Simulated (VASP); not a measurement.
# Ti (Pm-3m) in VASP: relaxation of cell and atoms with LDA

Aim: the relaxation of cell and atoms of Ti with LDA.

All numbers are computed with VASP 6.6.1; they aren't measurements. Logs are shortened: lines on timing, memory, paths and dates and some standing lists are left out, and cuts for length are marked.

### Step 1. The cell of the first run

It takes space group Pm-3m (No. 221, cubic). The conventional cell has a = 2.591 Å, b = 2.591 Å, c = 2.591 Å, α = 90.00°, β = 90.00°, γ = 90.00°. Within 3.4 Å of Ti (site symmetry m-3m) lie 6 Ti at 2.59 Å.

### Step 2. Relaxation of cell and atoms, LDA

File INCAR:

```
SYSTEM = Ti
ALGO = Normal ; EDIFF = 1E-7
EDIFFG = -0.005 ; ENCUT = 600
GGA = CA ; IBRION = 2
ISIF = 3 ; ISMEAR = -1
LASPH = .True. ; LCHARG = .False.
LREAL = .False. ; LWAVE = .False.
NELM = 100 ; NSW = 60
PREC = Accurate ; SIGMA = 0.05
```

File KPOINTS:

```
k-points
0
Gamma
  15 15 15
  0 0 0
```

File POSCAR:

```
Ti
1.0
    2.5913936339      0.0000000000      0.0000000000
    0.0000000000      2.5913936339      0.0000000000
    0.0000000000      0.0000000000      2.5913936339
Ti
1
Direct
    0.0000000000      0.0000000000      0.0000000000
```

Potentials or basis: VASP PAW LDA potentials, release 64 (Ti_sv).

The run is started by

```console
$ cat potpaw_LDA.64/Ti_sv/POTCAR > POTCAR
$ mpirun -np 1 vasp_std > vasp.out
```

OUTCAR:

```text
SYSTEM = Ti
   EDIFF = 1E-7
   EDIFFG = -0.005
   ENCUT = 600
   GGA = CA
   IBRION = 2
   ISIF = 3
   ISMEAR = -1
   LASPH = .True.
   LREAL = .False.
   NELM = 100
   NSW = 60
   PREC = Accurate

 ion  position               nearest neighbor table
   1  0.000  0.000  0.000-

  LATTYP: Found a simple cubic cell.
 ALAT       =     2.5913936339

  Lattice vectors:

 A1 = (   2.5913936339,   0.0000000000,   0.0000000000)
 A2 = (   0.0000000000,   2.5913936339,   0.0000000000)
 A3 = (   0.0000000000,   0.0000000000,   2.5913936339)

Analysis of symmetry for initial positions (statically):
=====================================================================
 Subroutine PRICEL returns:
 Original cell was already a primitive cell.

 Routine SETGRP: Setting up the symmetry group for a
 simple cubic supercell.

 Subroutine GETGRP returns: Found 48 space group operations
 (whereof 48 operations were pure point group operations)
 out of a pool of 48 trial point group operations.

The static configuration has the point symmetry O_h .

Analysis of symmetry for dynamics (positions and initial velocities):
=====================================================================
 Subroutine PRICEL returns:
 Original cell was already a primitive cell.

 Routine SETGRP: Setting up the symmetry group for a
 simple cubic supercell.

 Subroutine GETGRP returns: Found 48 space group operations
 (whereof 48 operations were pure point group operations)
 out of a pool of 48 trial point group operations.

The dynamic configuration has the point symmetry O_h .

 Subroutine INISYM returns: Found 48 space group operations
 (whereof 48 operations are pure point group operations),
 and found     1 'primitive' translations

----------------------------------------------------------------------------------------

                                     Primitive cell

  volume of cell :      17.4020

  direct lattice vectors                    reciprocal lattice vectors
     2.591393634  0.000000000  0.000000000     0.385892744  0.000000000  0.000000000
     0.000000000  2.591393634  0.000000000     0.000000000  0.385892744  0.000000000
     0.000000000  0.000000000  2.591393634     0.000000000  0.000000000  0.385892744

  length of vectors
     2.591393634  2.591393634  2.591393634     0.385892744  0.385892744  0.385892744

  position of ions in fractional coordinates (direct lattice)
     0.000000000  0.000000000  0.000000000

  ion indices of the primitive-cell ions
   primitive index   ion index
                 1           1

----------------------------------------------------------------------------------------

 KPOINTS: k-points

Automatic generation of k-mesh.
 Grid dimensions read from file:
 generate k-points for:   15   15   15

 Generating k-lattice:

  Cartesian coordinates                     Fractional coordinates (reciprocal lattice)
     0.025726183  0.000000000  0.000000000     0.066666667  0.000000000  0.000000000
     0.000000000  0.025726183  0.000000000     0.000000000  0.066666667  0.000000000
     0.000000000  0.000000000  0.025726183     0.000000000  0.000000000  0.066666667

  Length of vectors
     0.025726183  0.025726183  0.025726183

  Shift w.r.t. Gamma in fractional coordinates (k-lattice)
     0.000000000  0.000000000  0.000000000

 Subroutine IBZKPT returns following result:
 ===========================================

 Found    120 irreducible k-points:

 Following reciprocal coordinates:
            Coordinates               Weight
  0.000000  0.000000  0.000000      1.000000
  0.066667  0.000000  0.000000      6.000000
  0.133333  0.000000  0.000000      6.000000
  0.200000  0.000000  0.000000      6.000000
  0.266667  0.000000  0.000000      6.000000
  0.333333  0.000000  0.000000      6.000000
[... 16 lines left out ...]
  0.266667  0.200000  0.000000     24.000000
  0.333333  0.200000  0.000000     24.000000
 [... further k-points ...]
   k-points           NKPTS =    120   k-points in BZ     NKDIM =    120   number of bands    NBANDS=     10
   number of dos      NEDOS =    301   number of ions     NIONS =      1
   total plane-waves  NPLWV =  13824
   dimension x,y,z NGX =    24 NGY =   24 NGZ =   24
   dimension x,y,z NGXF=    48 NGYF=   48 NGZF=   48
   ions per type =               1
   NGX,Y,Z   is equivalent  to a cutoff of  15.40, 15.40, 15.40 a.u.
   NGXF,Y,Z  is equivalent  to a cutoff of  30.79, 30.79, 30.79 a.u.
 SYSTEM =  Ti
   PREC   = accura    normal or accurate (medium, high low for compatibility)
   ISTART =      0    job   : 0-new  1-cont  2-samecut
   ICHARG =      2    charge: 1-file 2-atom 10-const
   ISPIN  =      1    spin polarized calculation?
   LNONCOLLINEAR =      F non collinear calculations
   LSORBIT =      F    spin-orbit coupling
   LASPH  =      T    aspherical Exc in radial PAW
   ENCUT  =  600.0 eV  44.10 Ry    6.64 a.u.   5.18  5.18  5.18*2*pi/ulx,y,z
   NELM   =    100;   NELMIN=  2; NELMDL= -5     # of ELM steps
   EDIFF  = 0.1E-06   stopping-criterion for ELM
   LREAL  =      F    real-space projection
   EDIFFG = -.5E-02   stopping-criterion for IOM
   NSW    =     60    number of steps for IOM
   IBRION =      2    ionic relax: 0-MD 1-quasi-New 2-CG
   NFREE  =      1    steps in history (QN), initial steepest desc. (CG)
   ISIF   =      3    stress and relaxation
   ISYM   =      2    0-nonsym 1-usesym 2-fastsym
   POTIM  = 0.5000    time-step for ionic-motion
   TEBEG  =    0.0;   TEEND  =   0.0 temperature during run
   PSTRESS=    0.0 pullay stress
   NELECT =      12.0000    total number of electrons
   NUPDOWN=      -1.0000    fix difference up-down
   EMIN   =  10.00;   EMAX   =-10.00  energy-range for DOS
   EFERMI =   0.00;   METHOD = LEGACY
   ISMEAR =    -1;   SIGMA  =   0.05  broadening in eV -4-tet -1-fermi 0-gaus
   EFERMI_NEDOS =   21; number of points for ismear=-14 and -15
   IALGO  =     38    algorithm
   IMIX   =      4    mixing-type and parameters
     AMIX     =   0.40;   BMIX     =  1.00
     AMIX_MAG =   1.60;   BMIX_MAG =  1.00
  volume/ion in A,a.u.               =      17.40       117.43
  Fermi-wavevector in a.u.,A,eV,Ry     =   1.446334  2.733175 28.461774  2.091881
  Thomas-Fermi vector in A             =   2.564414
   LORBIT       =      0    0 simple, 1 ext, 2 COOP (PROOUT), +10 PAW based schemes
   GGA     = CA    functional components
   LHFCALC =     F    Hartree Fock is set to
   AEXX    =    0.0000 exact exchange contribution
   IVDW    =     0    specifies the selected vdW correction
   LEPSILON=     F    determine dielectric tensor
   LRPA    =     F    only Hartree local field effects (RPA)
 conjugate gradient relaxation of ions
 non-spin polarized calculation
  energy-cutoff  :      600.00
  volume of cell :       17.40
 maximum number of plane-waves:       595
 NGX is ok and might be reduce to    24
   NGX = 11   NGY = 11   NGZ = 11

--------------------------------------- Ionic step        1  -------------------------------------------

 number of electron      12.0000005 magnetization

 Free energy of the ion-electron system (eV)
  ---------------------------------------------------
  ext. energy  EPLUGINS =         0.00000000
  ---------------------------------------------------
  free energy    TOTEN  =        -7.75863377 eV

  energy without entropy =       -7.73924502  energy(sigma->0) =       -7.74893939

------------------------ aborting loop because EDIFF is reached ----------------------------------------

  FORCE on cell =-STRESS in cart. coord.  units (eV):
  Direction    XX          YY          ZZ          XY          YZ          ZX
  --------------------------------------------------------------------------------------
  -------------------------------------------------------------------------------------
  Total       -0.4364401     -0.4364401     -0.4364401      0.0000000      0.0000000     -0.0000000
  in kB      -40.1823246    -40.1823246    -40.1823246      0.0000000      0.0000000     -0.0000000
  external PRESSURE =     -40.1823246 kB  Pullay stress =       0.0000000 kB

 VOLUME and BASIS-vectors are now :
 -----------------------------------------------------------------------------
  energy-cutoff  :      600.00
  volume of cell :       17.40
      direct lattice vectors                 reciprocal lattice vectors
     2.591393634  0.000000000  0.000000000     0.385892744  0.000000000  0.000000000
     0.000000000  2.591393634  0.000000000     0.000000000  0.385892744  0.000000000
     0.000000000  0.000000000  2.591393634     0.000000000  0.000000000  0.385892744
[... 36 lines left out ...]
 POSITION                                       TOTAL-FORCE (eV/Angst)
 -----------------------------------------------------------------------------------
      0.00000      0.00000      0.00000         0.000000     -0.000000      0.000000
 -----------------------------------------------------------------------------------
    total drift:                               -0.000000     -0.000000     -0.000000

  FREE ENERGIE OF THE ION-ELECTRON SYSTEM (eV)
  ---------------------------------------------------
  free  energy   TOTEN  =        -7.7681636536 eV

  energy  without entropy=       -7.7506688779  energy(sigma->0) =       -7.75941627

--------------------------------------- Ionic step        3  -------------------------------------------

 number of electron      11.9999997 magnetization

 Free energy of the ion-electron system (eV)
  ---------------------------------------------------
  ext. energy  EPLUGINS =         0.00000000
  ---------------------------------------------------
  free energy    TOTEN  =        -7.76931674 eV

  energy without entropy =       -7.75135230  energy(sigma->0) =       -7.76033452

 E-fermi :   8.3561     XC(G=0): -11.8992

 val. band max:        8.3458543014   @ k =   0.4667   0.2667   0.2667
 cond. band min:       8.3648399027   @ k =   0.4000   0.0667   0.0667
 fundamental gap:      0.0189856013
 Fermi energy:         8.3560526523

 k-point     1 :       0.0000    0.0000    0.0000
  band No.  band energies     occupation
      1     -47.4063      2.00000
      2     -23.3826      2.00000
      3     -23.3826      2.00000
      4     -23.3826      2.00000
      5       2.5411      2.00000
      6       6.8594      2.00000
      7       6.8594      2.00000
      8      12.7288      0.00000
      9      12.7288      0.00000
     10      12.7288      0.00000

 k-point     2 :       0.0667    0.0000    0.0000
  band No.  band energies     occupation
      1     -47.3982      2.00000
      2     -23.4374      2.00000
      3     -23.3779      2.00000
      4     -23.3779      2.00000
      5       2.6679      2.00000
      6       6.8914      2.00000
      7       6.9600      2.00000
      8      12.6141      0.00000
      9      12.6141      0.00000
     10      12.7372      0.00000
[... 274 lines left out ...]
 k-point    24 :       0.3333    0.2000    0.0000
  band No.  band energies     occupation
      1     -47.2019      2.00000
      2     -24.2349      2.00000
      3     -23.7072      2.00000
      4     -23.2654      2.00000
      5       5.7463      2.00000
      6       7.7600      1.99999
      7       8.9273      0.00002
      8      10.9492      0.00000
      9      11.1742      0.00000
     10      12.1407      0.00000

 [... further k-points ...]
[... 5 lines left out ...]
  --------------------------------------------------------------------------------------
  -------------------------------------------------------------------------------------
  Total        0.0011270      0.0011270      0.0011270      0.0000000     -0.0000000     -0.0000000
  in kB        0.1089035      0.1089035      0.1089035      0.0000000     -0.0000000     -0.0000000
  external PRESSURE =       0.1089035 kB  Pullay stress =       0.0000000 kB

 VOLUME and BASIS-vectors are now :
 -----------------------------------------------------------------------------
  energy-cutoff  :      600.00
  volume of cell :       16.58
      direct lattice vectors                 reciprocal lattice vectors
     2.549957609  0.000000000 -0.000000000     0.392163382 -0.000000000  0.000000000
     0.000000000  2.549957609  0.000000000    -0.000000000  0.392163382 -0.000000000
    -0.000000000  0.000000000  2.549957609     0.000000000 -0.000000000  0.392163382

 POSITION                                       TOTAL-FORCE (eV/Angst)
 -----------------------------------------------------------------------------------
      0.00000      0.00000      0.00000        -0.000000      0.000000      0.000000
 -----------------------------------------------------------------------------------
    total drift:                                0.000000     -0.000000     -0.000000

  FREE ENERGIE OF THE ION-ELECTRON SYSTEM (eV)
  ---------------------------------------------------
  free  energy   TOTEN  =        -7.7693167382 eV

  energy  without entropy=       -7.7513522993  energy(sigma->0) =       -7.76033452

 reached required accuracy - stopping structural energy minimisation
```

Wall time 80 s (1 thread of AMD EPYC 7R43 (Zen 3), shared host); peak memory 0.12 GiB.

What came out:

* Free energy: -7.7693 eV
* Relaxed volume: 16.58 Å³/atom
* Relaxed cell: a = 2.550 Å, b = 2.550 Å, c = 2.550 Å, α = 90.00°, β = 90.00°, γ = 90.00°
* Space group after relaxing (to 0.05 Å): Pm-3m (No. 221)
* Energy gained by relaxing: 10.7 meV/atom
* Ionic steps: 3
* Pressure after relaxing: 0.0 GPa
* Band gap on the k mesh: zero (band 6 reaches 9.04 eV, above the bottom of band 7 at 6.86 eV)

Step by step:
```csv
step,energy change (eV),largest force (eV/Å),pressure (GPa),volume (Å³)
1,0.0000,0.0000,-4.02,17.40
2,-0.0095,0.0000,1.45,16.33
3,-0.0107,0.0000,0.01,16.58
```

Final structure:
```
Ti
1.0
     2.54996    0.00000    0.00000
     0.00000    2.54996    0.00000
     0.00000    0.00000    2.54996
Ti
1
Direct
  0.00000 0.00000 0.00000
```
